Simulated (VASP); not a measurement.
# TePb (Imm2) in VASP: further runs

TePb is run at these levels: r2SCAN; tasks: single point.

Program: VASP 6.6.1. These are calculated values, not measurements. Logs are shortened: lines on timing, memory, paths and dates and some standing lists are left out, and cuts for length are marked.

## 1. The cell of the first run

Symmetry: Imm2, No. 44, orthorhombic system. The conventional cell has a = 4.564 Å, b = 6.454 Å, c = 4.564 Å, α = 90.00°, β = 90.00°, γ = 90.00°. Within 4.2 Å of Te (site symmetry mm2) lie 6 Pb at 3.16 to 3.30 Å. Within 4.2 Å of Pb (site symmetry mm2) lie 6 Te at 3.16 to 3.30 Å.

## 2. Single point, r2SCAN

The input, POSCAR:

```
TePb
1.0
    0.0000000000      3.2270000000      3.2270000000
    3.2270000000      0.0000000000      3.2270000000
    3.2270000000      3.2270000000      0.0000000000
Te Pb
1 1
Direct
    0.5219122027      0.5000000000      0.5000000000
    0.0000000000      0.0000000000      0.0000000000
```

The input, INCAR.step1:

```
ALGO = Normal
EDIFF = 1E-4
ENCUT = 520
GGA = PE
ISMEAR = 0
LASPH = True
LCHARG = False
LREAL = False
LWAVE = True
NBANDS = 17
NELM = 60
PREC = Accurate
SIGMA = 0.05
```

The input, INCAR.step2:

```
ALGO = Normal
EDIFF = 1E-6
ENCUT = 520
ISIF = 2
ISMEAR = 0
ISTART = 1
LASPH = True
LCHARG = True
LELF = True
LMIXTAU = True
LREAL = False
LVHAR = True
LWAVE = False
METAGGA = R2SCAN
NBANDS = 17
NELM = 60
PREC = Accurate
SIGMA = 0.05
```

The input, KPOINTS:

```
k-points
0
Gamma
  8 8 8
```

Potentials or basis: VASP PAW PBE potentials, release 64 (Te, Pb_d).

Run with:

```
> cat potpaw_PBE.64/Te/POTCAR potpaw_PBE.64/Pb_d/POTCAR > POTCAR
> cp INCAR.step1 INCAR
> mpirun -np 1 vasp_std > vasp.out
> cp INCAR.step2 INCAR
> mpirun -np 1 vasp_std > vasp.out
```

OUTCAR:

```text
EDIFF = 1E-6
   ENCUT = 520
   ISIF = 2
   ISMEAR = 0
   ISTART = 1
   LASPH = True
   LREAL = False
   METAGGA = R2SCAN
   NELM = 60
   PREC = Accurate

 ion  position               nearest neighbor table
   1  0.522  0.500  0.500-   2 3.16   2 3.16   2 3.23   2 3.23   2 3.30   2 3.30
   2  0.000  0.000  0.000-   1 3.16   1 3.16   1 3.23   1 3.23   1 3.30   1 3.30

  LATTYP: Found a face centered cubic cell.
 ALAT       =     6.4540000000

  Lattice vectors:

 A1 = (   0.0000000000,   3.2270000000,   3.2270000000)
 A2 = (   3.2270000000,   0.0000000000,   3.2270000000)
 A3 = (   3.2270000000,   3.2270000000,   0.0000000000)

Analysis of symmetry for initial positions (statically):
=====================================================================
 Subroutine PRICEL returns:
 Original cell was already a primitive cell.

 Routine SETGRP: Setting up the symmetry group for a
 face centered cubic supercell.

 Subroutine GETGRP returns: Found  4 space group operations
 (whereof  4 operations were pure point group operations)
 out of a pool of 48 trial point group operations.

The static configuration has the point symmetry C_2v.

Analysis of symmetry for dynamics (positions and initial velocities):
=====================================================================
 Subroutine PRICEL returns:
 Original cell was already a primitive cell.

 Routine SETGRP: Setting up the symmetry group for a
 face centered cubic supercell.

 Subroutine GETGRP returns: Found  4 space group operations
 (whereof  4 operations were pure point group operations)
 out of a pool of 48 trial point group operations.

The dynamic configuration has the point symmetry C_2v.

 Subroutine INISYM returns: Found  4 space group operations
 (whereof  4 operations are pure point group operations),
 and found     1 'primitive' translations

----------------------------------------------------------------------------------------

                                     Primitive cell

  volume of cell :      67.2089

  direct lattice vectors                    reciprocal lattice vectors
     0.000000000  3.227000000  3.227000000    -0.154942671  0.154942671  0.154942671
     3.227000000  0.000000000  3.227000000     0.154942671 -0.154942671  0.154942671
     3.227000000  3.227000000  0.000000000     0.154942671  0.154942671 -0.154942671

  length of vectors
     4.563667166  4.563667166  4.563667166     0.268368579  0.268368579  0.268368579

  position of ions in fractional coordinates (direct lattice)
[... 73 lines left out ...]
   ISPIN  =      1    spin polarized calculation?
   LNONCOLLINEAR =      F non collinear calculations
   LSORBIT =      F    spin-orbit coupling
   LASPH  =      T    aspherical Exc in radial PAW
   ENCUT  =  520.0 eV  38.22 Ry    6.18 a.u.   8.49  8.49  8.49*2*pi/ulx,y,z
   NELM   =     60;   NELMIN=  2; NELMDL=  0     # of ELM steps
   EDIFF  = 0.1E-05   stopping-criterion for ELM
   LREAL  =      F    real-space projection
   EDIFFG = 0.1E-04   stopping-criterion for IOM
   NSW    =      0    number of steps for IOM
   IBRION =     -1    ionic relax: 0-MD 1-quasi-New 2-CG
   NFREE  =      0    steps in history (QN), initial steepest desc. (CG)
   ISIF   =      2    stress and relaxation
   ISYM   =      2    0-nonsym 1-usesym 2-fastsym
   POTIM  = 0.5000    time-step for ionic-motion
   TEBEG  =    0.0;   TEEND  =   0.0 temperature during run
   PSTRESS=    0.0 pullay stress
   NELECT =      20.0000    total number of electrons
   NUPDOWN=      -1.0000    fix difference up-down
   EMIN   =  10.00;   EMAX   =-10.00  energy-range for DOS
   EFERMI =   0.00;   METHOD = LEGACY
   ISMEAR =     0;   SIGMA  =   0.05  broadening in eV -4-tet -1-fermi 0-gaus
   EFERMI_NEDOS =   21; number of points for ismear=-14 and -15
   IALGO  =     38    algorithm
   IMIX   =      4    mixing-type and parameters
     AMIX     =   0.40;   BMIX     =  1.00
     AMIX_MAG =   1.60;   BMIX_MAG =  1.00
  volume/ion in A,a.u.               =      33.60       226.77
  Fermi-wavevector in a.u.,A,eV,Ry     =   1.092972  2.065418 16.253366  1.194589
  Thomas-Fermi vector in A             =   2.229249
   LORBIT       =      0    0 simple, 1 ext, 2 COOP (PROOUT), +10 PAW based schemes
   METAGGA = R2SCAN    functional components
   LHFCALC =     F    Hartree Fock is set to
   AEXX    =    0.0000 exact exchange contribution
   IVDW    =     0    specifies the selected vdW correction
   LEPSILON=     F    determine dielectric tensor
   LRPA    =     F    only Hartree local field effects (RPA)
 non-spin polarized calculation
 Gauss-broadening in eV      SIGMA  =   0.05
  energy-cutoff  :      520.00
  volume of cell :       67.21
 maximum number of plane-waves:      1837
 NGX is ok and might be reduce to    36
   NGX = 17   NGY = 17   NGZ = 17

 number of electron      20.0000002 magnetization

 Free energy of the ion-electron system (eV)
  ---------------------------------------------------
  ext. energy  EPLUGINS =         0.00000000
  ---------------------------------------------------
  free energy    TOTEN  =       -82.68966856 eV

  energy without entropy =      -82.68966856  energy(sigma->0) =      -82.68966856

 E-fermi :   5.7977     XC(G=0):  -9.8318

 val. band max:        5.5671540323   @ k =   0.0000   0.5000   0.0000
 cond. band min:       6.5960569206   @ k =   0.0000   0.5000   0.0000
 fundamental gap:      1.0289028883
 Fermi energy:         5.7977188855

 k-point     1 :       0.0000    0.0000    0.0000
  band No.  band energies     occupation
      1     -11.8108      2.00000
      2     -11.8106      2.00000
      3     -11.7981      2.00000
      4     -11.7973      2.00000
      5     -11.7966      2.00000
      6      -6.9998      2.00000
[... 457 lines left out ...]
      4     -11.7819      2.00000
      5     -11.7813      2.00000
      6      -5.5927      2.00000
[... 9 lines left out ...]
     16      14.9702      0.00000
     17      16.3445      0.00000

 [... further k-points ...]
[... 5 lines left out ...]
  --------------------------------------------------------------------------------------
  -------------------------------------------------------------------------------------
  Total        0.7166881      0.7967230      0.7967230      0.0000000      0.0198924      0.0000000
  in kB       17.0849573     18.9928894     18.9928894      0.0000000      0.4742112      0.0000000
  external PRESSURE =      18.3569120 kB  Pullay stress =       0.0000000 kB

 VOLUME and BASIS-vectors are now :
 -----------------------------------------------------------------------------
  energy-cutoff  :      520.00
  volume of cell :       67.21
      direct lattice vectors                 reciprocal lattice vectors
     0.000000000  3.227000000  3.227000000    -0.154942671  0.154942671  0.154942671
     3.227000000  0.000000000  3.227000000     0.154942671 -0.154942671  0.154942671
     3.227000000  3.227000000  0.000000000     0.154942671  0.154942671 -0.154942671

 POSITION                                       TOTAL-FORCE (eV/Angst)
 -----------------------------------------------------------------------------------
      3.22700      3.29771      3.29771        -0.000000     -0.042562     -0.042562
      0.00000      0.00000      0.00000         0.000000      0.042562      0.042562
 -----------------------------------------------------------------------------------
    total drift:                                0.000000     -0.000251     -0.000251

  FREE ENERGIE OF THE ION-ELECTRON SYSTEM (eV)
  ---------------------------------------------------
  free  energy   TOTEN  =       -82.6896685570 eV

  energy  without entropy=      -82.6896685570  energy(sigma->0) =      -82.68966856
```

OSZICAR.step1:

```text
N       E                     dE             d eps       ncg     rms          rms(c)
DAV:   1     0.151248462029E+03    0.15125E+03   -0.91393E+03  3238   0.114E+03
DAV:   2     0.294166274289E+01   -0.14831E+03   -0.14406E+03  3392   0.293E+02
DAV:   3    -0.732659179131E+01   -0.10268E+02   -0.10201E+02  4249   0.838E+01
DAV:   4    -0.760033218422E+01   -0.27374E+00   -0.27356E+00  4081   0.152E+01
DAV:   5    -0.761163021778E+01   -0.11298E-01   -0.11297E-01  4717   0.281E+00    0.339E+00
DAV:   6    -0.749555232900E+01    0.11608E+00   -0.25534E-01  4711   0.355E+00    0.209E+00
DAV:   7    -0.749242298118E+01    0.31293E-02   -0.81605E-02  3963   0.139E+00    0.919E-01
DAV:   8    -0.749423258325E+01   -0.18096E-02   -0.95360E-03  3946   0.979E-01    0.154E-01
DAV:   9    -0.749413945038E+01    0.93133E-04   -0.11893E-03  4506   0.376E-01    0.690E-02
DAV:  10    -0.749417180338E+01   -0.32353E-04   -0.16282E-04  3247   0.100E-01
   1 F= -.74941718E+01 E0= -.74941718E+01  d E =-.536548E-11
```

Run time: 3.6 min. Hardware: 1 thread of AMD EPYC 9R45 (Zen 5), shared host; peak memory 0.26 GiB.

What came out:

| Item | Value |
| --- | --- |
| Free energy | -82.6897 eV |
| Pressure | 1.8 GPa |
| Largest force | 0.060 eV/Å |
| Band gap on the k mesh | 1.03 eV |

Forces in eV/Å, atoms in the order of the input:
```
Te   0.000 -0.043 -0.043
Pb   0.000  0.043  0.043
```

Caveat: the cell differs from its parent crystal (all Te atoms moved -0.100 Å, as atom 1 towards its neighbour atom 1 (Te) at 4.564 Å); the PAW data sets were made with another functional, which shifts forces and pressure a little; spin-orbit coupling is left out, which moves the levels of the heavy elements. A k mesh can miss the band edges.

## 3. Single point, r2SCAN

POSCAR, as its differences from that of step 2:

```diff
@@ -8,3 +8,3 @@
 Direct
-    0.5219122027      0.5000000000      0.5000000000
+    0.4835658480      0.5000000000      0.5000000000
     0.0000000000      0.0000000000      0.0000000000
```

The input, INCAR.step1:

```
SYSTEM = TePb
  PREC = Accurate
  ENCUT = 520
  ISMEAR = 0
  SIGMA = 0.05
  LREAL = .FALSE.
  LASPH = .TRUE.
  NELM = 60
  NBANDS = 17
  GGA = PE
  ALGO = Normal
  EDIFF = 1E-4
  LWAVE = .TRUE.
  LCHARG = .FALSE.
```

The input, INCAR.step2:

```
SYSTEM = TePb
  PREC = Accurate
  ENCUT = 520
  EDIFF = 1E-6
  ISMEAR = 0
  SIGMA = 0.05
  LREAL = .FALSE.
  LASPH = .TRUE.
  NELM = 60
  ALGO = Normal
  ISIF = 2
  LWAVE = .FALSE.
  LCHARG = .FALSE.
  METAGGA = R2SCAN
  LMIXTAU = .TRUE.
  NBANDS = 17
  ISTART = 1
```

The input, KPOINTS:

```
regular mesh
0
G
  8 8 8
  0 0 0
```

Potentials or basis: VASP PAW PBE potentials, release 64 (Te, Pb_d).

Run with:

```
> cat potpaw_PBE.64/Te/POTCAR potpaw_PBE.64/Pb_d/POTCAR > POTCAR
> cp INCAR.step1 INCAR
> mpirun -np 1 vasp_std > vasp.out
> cp INCAR.step2 INCAR
> mpirun -np 1 vasp_std > vasp.out
```

Wall time 3.3 min (1 thread of AMD EPYC 9R45 (Zen 5), shared host); peak memory 0.26 GiB.

The run converged. Its results:

```
Free energy            : -82.6909 eV
Pressure               : 1.8 GPa
Largest force          : 0.041 eV/Å
Band gap on the k mesh : 1.02 eV
```

Forces in eV/Å, atoms in the order of the input:
```
Te   0.000  0.029  0.029
Pb   0.000 -0.029 -0.029
```

Stress tensor (GPa, compression positive):
```
1.71 0.00 0.00
0.00 1.82 0.03
0.00 0.03 1.82
```

Levels at points of the mesh, in eV from the valence-band top:
```
           k point  band 7  band 8  band 9  band 10  band 11  band 12  band 13  band 14
(0.00, 0.00, 0.00)   -5.62   -1.53   -1.51    -1.51     4.31     4.32     4.35     6.16
(0.50, 0.00, 0.00)   -8.91   -1.06   -1.04    -0.02     1.03     1.40     1.42     8.91
(0.00, 0.50, 0.00)   -8.93   -1.06   -1.05     0.00     1.02     1.42     1.43     8.94
(0.50, 0.50, 0.00)   -7.53   -4.72   -3.00    -3.00     3.54     5.85     5.86     7.20
(0.00, 0.50, 0.50)   -7.51   -4.73   -3.01    -2.99     3.52     5.84     5.88     7.19
```

Caveat: the cell differs from its parent crystal (all Te atoms moved +0.075 Å, as atom 1 towards its neighbour atom 1 (Te) at 4.564 Å); the PAW data sets were made with another functional, which shifts forces and pressure a little; spin-orbit coupling is left out, which moves the levels of the heavy elements.

## 4. Single point, r2SCAN

POSCAR, as its differences from that of step 3:

```diff
@@ -8,3 +8,3 @@
 Direct
-    0.4835658480      0.5000000000      0.5000000000
+    0.5109561014      0.5000000000      0.5000000000
     0.0000000000      0.0000000000      0.0000000000
```

The input, INCAR.step1:

```
SYSTEM = TePb
PREC = Accurate ; ENCUT = 520
ISMEAR = 0 ; SIGMA = 0.05
LREAL = .FALSE. ; LASPH = .TRUE.
NELM = 100 ; NBANDS = 17
GGA = PE ; ALGO = Normal
EDIFF = 1E-4 ; LWAVE = .TRUE.
LCHARG = .FALSE.
```

The input, INCAR.step2:

```
SYSTEM = TePb
PREC = Accurate ; ENCUT = 520
EDIFF = 1E-6 ; ISMEAR = 0
SIGMA = 0.05 ; LREAL = .FALSE.
LASPH = .TRUE. ; NELM = 100
ALGO = Normal ; ISIF = 2
LWAVE = .FALSE. ; LCHARG = .FALSE.
METAGGA = R2SCAN ; LMIXTAU = .TRUE.
NBANDS = 17 ; ISTART = 1
```

The input, KPOINTS:

```
Automatic mesh
0
G
  8 8 8
  0 0 0
```

Run with:

```
> cat potpaw_PBE.64/Te/POTCAR potpaw_PBE.64/Pb_d/POTCAR > POTCAR
> cp INCAR.step1 INCAR
> mpirun -np 1 vasp_std > vasp.out
> cp INCAR.step2 INCAR
> mpirun -np 1 vasp_std > vasp.out
```

Run time: 3.4 min. Hardware: 1 thread of AMD EPYC 9R45 (Zen 5), shared host; peak memory 0.26 GiB.

The run converged. Its results:

```yaml
Free_energy: -82.6917 eV
Pressure: 1.7 GPa
Largest_force: 0.025 eV/Å
Band_gap_on_the_k_mesh: 1.02 eV
```

Forces in eV/Å, atoms in the order of the input:
```
Te   0.000 -0.018 -0.018
Pb   0.000  0.018  0.018
```

Levels at points of the mesh, in eV from the valence-band top:
```
           k point  band 8  band 9  band 10  band 11  band 12  band 13
(0.00, 0.00, 0.00)   -1.52   -1.52    -1.52     4.33     4.33     4.35
(0.50, 0.00, 0.00)   -1.05   -1.04    -0.01     1.02     1.40     1.41
(0.00, 0.50, 0.00)   -1.05   -1.05     0.00     1.02     1.41     1.41
(0.50, 0.50, 0.00)   -4.72   -3.00    -3.00     3.55     5.84     5.84
(0.00, 0.50, 0.50)   -4.73   -3.00    -3.00     3.54     5.84     5.85
```

Caveat: the PAW data sets were made with another functional, which shifts forces and pressure a little; spin-orbit coupling is left out, which moves the levels of the heavy elements. A k mesh can miss the band edges.

## 5. Single point, r2SCAN

POSCAR, as its differences from that of step 4:

```diff
@@ -8,3 +8,3 @@
 Direct
-    0.5109561014      0.5000000000      0.5000000000
+    0.4945219493      0.5000000000      0.5000000000
     0.0000000000      0.0000000000      0.0000000000
```

The input, INCAR.step1:

```
SYSTEM = TePb
  ALGO = Normal
  EDIFF = 1E-4
  ENCUT = 520
  GGA = PE
  ISMEAR = 0
  LASPH = .TRUE.
  LCHARG = .FALSE.
  LREAL = .FALSE.
  LWAVE = .TRUE.
  NBANDS = 17
  NELM = 80
  PREC = Accurate
  SIGMA = 0.05
```

The input, INCAR.step2:

```
SYSTEM = TePb
  ALGO = Normal
  EDIFF = 1E-7
  ENCUT = 520
  ISIF = 2
  ISMEAR = 0
  ISTART = 1
  LASPH = .TRUE.
  LCHARG = .FALSE.
  LMIXTAU = .TRUE.
  LREAL = .FALSE.
  LWAVE = .FALSE.
  METAGGA = R2SCAN
  NBANDS = 17
  NELM = 80
  PREC = Accurate
  SIGMA = 0.05
```

The input, KPOINTS:

```
k-points
0
G
  8 8 8
  0 0 0
```

Run with:

```
> cat potpaw_PBE.64/Te/POTCAR potpaw_PBE.64/Pb_d/POTCAR > POTCAR
> cp INCAR.step1 INCAR
> mpirun -np 1 vasp_std > vasp.out
> cp INCAR.step2 INCAR
> mpirun -np 1 vasp_std > vasp.out
```

Run time: 3.8 min. Hardware: 1 thread of AMD EPYC 9R45 (Zen 5), shared host; peak memory 0.26 GiB.

Results (log left out):

```
Free energy            : -82.6922 eV
Pressure               : 1.7 GPa
Largest force          : 0.012 eV/Å
Band gap on the k mesh : 1.01 eV
```

Forces on the atoms (eV/Å):
```
Te   0.000  0.009  0.009
Pb   0.000 -0.009 -0.009
```

Levels at points of the mesh, in eV from the valence-band top:
| k point | band 6 | band 7 | band 8 | band 9 | band 10 | band 11 | band 12 | band 13 | band 14 | band 15 |
| --- | --- | --- | --- | --- | --- | --- | --- | --- | --- | --- |
| (0.00, 0.00, 0.00) | -12.56 | -5.63 | -1.52 | -1.52 | -1.52 | 4.34 | 4.34 | 4.35 | 6.16 | 6.17 |
| (0.50, 0.00, 0.00) | -11.04 | -8.92 | -1.04 | -1.04 | 0.00 | 1.01 | 1.40 | 1.40 | 8.94 | 9.69 |
| (0.00, 0.50, 0.00) | -11.04 | -8.93 | -1.04 | -1.04 | 0.00 | 1.01 | 1.40 | 1.40 | 8.95 | 9.69 |
| (0.50, 0.50, 0.00) | -10.76 | -7.51 | -4.73 | -3.00 | -3.00 | 3.56 | 5.84 | 5.84 | 7.19 | 10.52 |
| (0.00, 0.50, 0.50) | -10.76 | -7.51 | -4.73 | -3.00 | -3.00 | 3.56 | 5.84 | 5.84 | 7.19 | 10.53 |

Caveat: the PAW data sets were made with another functional, which shifts forces and pressure a little; spin-orbit coupling is left out, which moves the levels of the heavy elements.

(Part 1 of 2 ends here.)
